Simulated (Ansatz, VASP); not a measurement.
GeW3: VASP beside Ansatz

```
CELL_PARAMETERS angstrom
0.00000 3.16040 3.16040
3.16040 0.00000 3.16040
3.16040 3.16040 0.00000
ATOMIC_POSITIONS crystal
Ge 0.50000 0.50000 0.50000
W 0.25000 0.25000 0.25000
W 0.00000 0.00000 0.00000
W 0.75000 0.75000 0.75000
```

Change from the starting cell: species swapped into the AlNi3 type (Fm-3m, No. 225).

Alike in both runs: functional PBE; k mesh 6 × 6 × 6; occupations gaussian, width 0.1 eV; no spin polarisation.

Ansatz relaxed the structure, and its values are those at the end. VASP's run is a single point on that final structure, the one shown.

|  | VASP | Ansatz |
| --- | --- | --- |
| version | VASP 6.6.1 | Ansatz 0.2.0 |
| potentials or method | VASP PAW PBE potentials, release 64 (Ge_d, W_sv), cutoff 520 eV | scalar-relativistic, plane waves, PAW |
| valence electrons in the cell | 56 | 56 |

VASP gave:

- gap on the k mesh at the Fermi level (eV): none
- pressure (GPa): 0.2

**Question.** Which values does Ansatz return?

**Answer.** gap on the k mesh at the Fermi level (eV): none; pressure (GPa): -0.2.

A gap of «none» marks a metal or a gap that the smearing closes.

Spin-orbit coupling is off throughout.
